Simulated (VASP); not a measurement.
# GaN (P6_3/mmc) in VASP: settings compared, part 2 of 2

VASP 6.6.1. Earlier steps stand in the parts before.

### Step 3. Single point, r2SCAN

Contents of POSCAR:

```
GaN
1.0
    3.3000348257      0.0000000000      0.0000000000
   -1.6500174128      2.8579139924      0.0000000000
    0.0000000000      0.0000000000      4.7558746756
Ga N
2 2
Direct
    0.3333333333      0.6666666667      0.2500000000
    0.6666666667      0.3333333333      0.7500000000
    0.6666666667      0.3333333333      0.2500000000
    0.3333333333      0.6666666667      0.7500000000
```

Contents of INCAR.step1:

```
  ALGO = Normal
  EDIFF = 1E-4
  ENCUT = 520
  GGA = PE
  ISMEAR = 0
  LASPH = T
  LCHARG = F
  LREAL = F
  LWAVE = T
  NBANDS = 26
  NELM = 60
  PREC = Accurate
  SIGMA = 0.01
```

Contents of INCAR.step2:

```
  ALGO = Normal
  EDIFF = 1E-6
  ENCUT = 520
  ISIF = 2
  ISMEAR = 0
  ISTART = 1
  LASPH = T
  LCHARG = F
  LMIXTAU = T
  LREAL = F
  LWAVE = F
  METAGGA = R2SCAN
  NBANDS = 26
  NELM = 60
  PREC = Accurate
  SIGMA = 0.01
```

Contents of KPOINTS:

```
k-points
0
Gamma
  12 12 6
```

Potentials or basis: VASP PAW PBE potentials, release 64 (Ga_d, N).

Command:

```sh
> cat potpaw_PBE.64/Ga_d/POTCAR potpaw_PBE.64/N/POTCAR > POTCAR
> cp INCAR.step1 INCAR
> mpirun -np 1 vasp_std > vasp.out
> cp INCAR.step2 INCAR
> mpirun -np 1 vasp_std > vasp.out
```

OUTCAR:

```text
EDIFF = 1E-6
   ENCUT = 520
   ISIF = 2
   ISMEAR = 0
   ISTART = 1
   LASPH = T
   LREAL = F
   METAGGA = R2SCAN
   NELM = 60
   PREC = Accurate

 ion  position               nearest neighbor table
   1  0.333  0.667  0.250-   3 1.91   3 1.91   3 1.91
   2  0.667  0.333  0.750-   4 1.91   4 1.91   4 1.91
   3  0.667  0.333  0.250-   1 1.91   1 1.91   1 1.91
   4  0.333  0.667  0.750-   2 1.91   2 1.91   2 1.91

  LATTYP: Found a hexagonal cell.
 ALAT       =     3.3000348257
 C/A-ratio  =     1.4411589352
[... 888 lines left out ...]
     25      18.3061      0.00000
     26      18.9883      0.00000

 [... further k-points ...]
[... 5 lines left out ...]
  --------------------------------------------------------------------------------------
  -------------------------------------------------------------------------------------
  Total        0.4060816      0.4060816     -0.0211053      0.0000000      0.0000000      0.0000000
  in kB       14.5052694     14.5052694     -0.7538844      0.0000000      0.0000000      0.0000000
  external PRESSURE =       9.4188848 kB  Pullay stress =       0.0000000 kB

 VOLUME and BASIS-vectors are now :
 -----------------------------------------------------------------------------
  energy-cutoff  :      520.00
  volume of cell :       44.85
      direct lattice vectors                 reciprocal lattice vectors
     3.300034826  0.000000000  0.000000000     0.303027105  0.174952781  0.000000000
    -1.650017413  2.857913992  0.000000000     0.000000000  0.349905561  0.000000000
     0.000000000  0.000000000  4.755874676     0.000000000  0.000000000  0.210266264

 POSITION                                       TOTAL-FORCE (eV/Angst)
 -----------------------------------------------------------------------------------
     -0.00000      1.90528      1.18897         0.000000     -0.000000      0.000000
      1.65002      0.95264      3.56691        -0.000000      0.000000      0.000000
      1.65002      0.95264      1.18897         0.000000     -0.000000      0.000000
     -0.00000      1.90528      3.56691         0.000000      0.000000      0.000000
 -----------------------------------------------------------------------------------
    total drift:                                0.000000      0.000000     -0.000000

  FREE ENERGIE OF THE ION-ELECTRON SYSTEM (eV)
  ---------------------------------------------------
  free  energy   TOTEN  =       -42.8229922825 eV

  energy  without entropy=      -42.8229922825  energy(sigma->0) =      -42.82299228
```

OSZICAR.step1:

```text
N       E                     dE             d eps       ncg     rms          rms(c)
DAV:   1     0.276997940075E+03    0.27700E+03   -0.17775E+04  4408   0.257E+03
DAV:   2     0.870418528363E+01   -0.26829E+03   -0.25323E+03  4280   0.485E+02
DAV:   3    -0.263477799384E+02   -0.35052E+02   -0.34456E+02  4724   0.142E+02
DAV:   4    -0.275398470388E+02   -0.11921E+01   -0.11866E+01  4700   0.280E+01
DAV:   5    -0.275651304864E+02   -0.25283E-01   -0.25257E-01  4806   0.394E+00    0.111E+01
DAV:   6    -0.232950929453E+02    0.42700E+01   -0.10705E+01  6544   0.514E+01    0.303E+00
DAV:   7    -0.233803831706E+02   -0.85290E-01   -0.14036E+00  4246   0.887E+00    0.269E+00
DAV:   8    -0.233698665738E+02    0.10517E-01   -0.15202E-01  6286   0.517E+00    0.817E-01
DAV:   9    -0.233554990529E+02    0.14368E-01   -0.47602E-02  6208   0.371E+00    0.324E-01
DAV:  10    -0.233561648607E+02   -0.66581E-03   -0.45964E-03  4180   0.441E-01    0.818E-02
DAV:  11    -0.233561525709E+02    0.12290E-04   -0.20840E-04  3826   0.293E-01
   1 F= -.23356153E+02 E0= -.23356153E+02  d E =-.327845E-12
```

Run time: 5.5 min. Hardware: 1 thread of Intel Xeon Platinum 8375C at 2.90GHz (Ice Lake), shared host; peak memory 0.22 GiB.

Results:

| Property | Result |
| --- | --- |
| Free energy | -42.8230 eV |
| Pressure | 0.9 GPa |
| Band gap on the k mesh | 1.88 eV |

Stress tensor (GPa, compression positive):
```
 1.45  0.00  0.00
 0.00  1.45  0.00
 0.00  0.00 -0.08
```

Caveat: the PAW data sets were made with another functional, which shifts forces and pressure a little.

### Step 4. Relaxation of cell and atoms, PBE

This run uses another cell than the first one, of 8.44 Å³/atom.

Contents of INCAR:

```
SYSTEM = GaN
ALGO = Normal
EDIFF = 1E-7
EDIFFG = -0.005
ENCUT = 600
GGA = PE
IBRION = 2
ISIF = 3
ISMEAR = -1
LASPH = .TRUE.
LCHARG = .FALSE.
LREAL = .FALSE.
LWAVE = .FALSE.
NELM = 80
NSW = 80
PREC = Accurate
SIGMA = 0.02
```

Contents of KPOINTS:

```
k-points
0
G
  12 12 6
  0 0 0
```

Contents of POSCAR:

```
GaN
1.0
    3.1482840262      0.0000000000      0.0000000000
   -1.5741420131      2.7264939450      0.0000000000
    0.0000000000      0.0000000000      3.9351459000
Ga N
2 2
Direct
    0.3333333333      0.6666666667      0.2500000000
    0.6666666667      0.3333333333      0.7500000000
    0.6666666667      0.3333333333      0.2500000000
    0.3333333333      0.6666666667      0.7500000000
```

Command:

```sh
> cat potpaw_PBE.64/Ga_d/POTCAR potpaw_PBE.64/N/POTCAR > POTCAR
> mpirun -np 1 vasp_std > vasp.out
```

Wall time 15 min (1 thread of Intel Xeon Platinum 8375C at 2.90GHz (Ice Lake), shared host); peak memory 0.21 GiB.

It converged, with:

- Free energy: -23.3614 eV
- Relaxed volume: 11.56 Å³/atom
- Relaxed cell: a = 3.335 Å, b = 3.335 Å, c = 4.801 Å, α = 90.00°, β = 90.00°, γ = 120.00°
- Space group after relaxing (to 0.1 Å): P6_3/mmc (No. 194)
- Energy gained by relaxing: 733.6 meV/atom
- Ionic steps: 12
- Pressure after relaxing: 0.0 GPa
- Band gap on the k mesh: 1.20 eV

The path:
| step | energy change (eV) | largest force (eV/Å) | pressure (GPa) | volume (Å³) |
| --- | --- | --- | --- | --- |
| 1 | 0.0000 | 0.0000 | 98.38 | 33.78 |
| 2 | -0.1364 | 0.0000 | -30.37 | 65.94 |
| 3 | -2.7753 | 0.0000 | -4.05 | 46.34 |
| 4 | -2.7839 | 0.0000 | -1.89 | 45.74 |
| 5 | -2.7850 | 0.0000 | -0.76 | 45.44 |
| 6 | -2.8729 | 0.0000 | 0.35 | 45.33 |
| 7 | -2.9187 | 0.0000 | 4.52 | 45.04 |
| 8 | -2.9208 | 0.0000 | 3.70 | 45.09 |
| 9 | -2.9281 | 0.0000 | -2.71 | 47.00 |
| 10 | -2.9339 | 0.0000 | -0.24 | 46.22 |
| 11 | -2.9343 | 0.0000 | -0.03 | 46.23 |
| 12 | -2.9343 | 0.0000 | 0.03 | 46.23 |

Final structure:
```
Ga N
1.0
     3.33452    0.00000    0.00000
    -1.66726    2.88777    0.00000
     0.00000    0.00000    4.80127
Ga N
2 2
Direct
  0.33333 0.66667 0.25000
  0.66667 0.33333 0.75000
  0.66667 0.33333 0.25000
  0.33333 0.66667 0.75000
```

Levels at points of the mesh, in eV from the valence-band top:
| k point | band 15 | band 16 | band 17 | band 18 | band 19 | band 20 | band 21 | band 22 |
| --- | --- | --- | --- | --- | --- | --- | --- | --- |
| (0.00, 0.00, 0.00) | -2.12 | -0.97 | -0.97 | 0.00 | 1.20 | 1.79 | 8.13 | 8.13 |
| (0.50, 0.00, 0.00) | -3.94 | -3.88 | -2.15 | -1.90 | 3.16 | 4.75 | 6.56 | 7.85 |
| (0.00, 0.00, 0.50) | -1.54 | -1.54 | -1.54 | -1.54 | 3.31 | 3.31 | 7.67 | 7.67 |
| (0.50, 0.00, 0.50) | -3.10 | -3.10 | -1.18 | -1.18 | 4.17 | 4.17 | 6.11 | 6.11 |

Caveat: the volume moved by over 15 % at a fixed basis, so the end points are rough.

### Step 5. The runs side by side

| task | level | cell | cutoff (eV) | smearing | gap on the mesh (eV) | pressure (GPa) |
| --- | --- | --- | --- | --- | --- | --- |
| single point | r2SCAN | a = 3.300, b = 3.300, c = 4.756 Å, angles 90.0, 90.0, 120.0°, 4 atoms | 520 | fermi-dirac 0.02 eV | 1.88 | 0.9 |
| single point | r2SCAN | a = 3.300, b = 3.300, c = 4.756 Å, angles 90.0, 90.0, 120.0°, 4 atoms | 520 | gaussian 0.01 eV | 1.88 | 0.9 |
| relaxation of cell and atoms | PBE | relaxed from a = 3.148, b = 3.148, c = 3.935 Å, angles 90.0, 90.0, 120.0°, 4 atoms | 600 | fermi-dirac 0.02 eV | 1.20 | 0.0 |

Alike in all rows: potentials or basis VASP PAW PBE potentials, release 64 (Ga_d, N); no spin polarisation; k mesh 12 × 12 × 6.

Caveats: the PAW data sets were made with another functional, which shifts forces and pressure a little (at least some runs); the volume moved by over 15 % at a fixed basis, so the end points are rough (at least some runs).

Absolute energies hang on the potentials; compare differences alone.
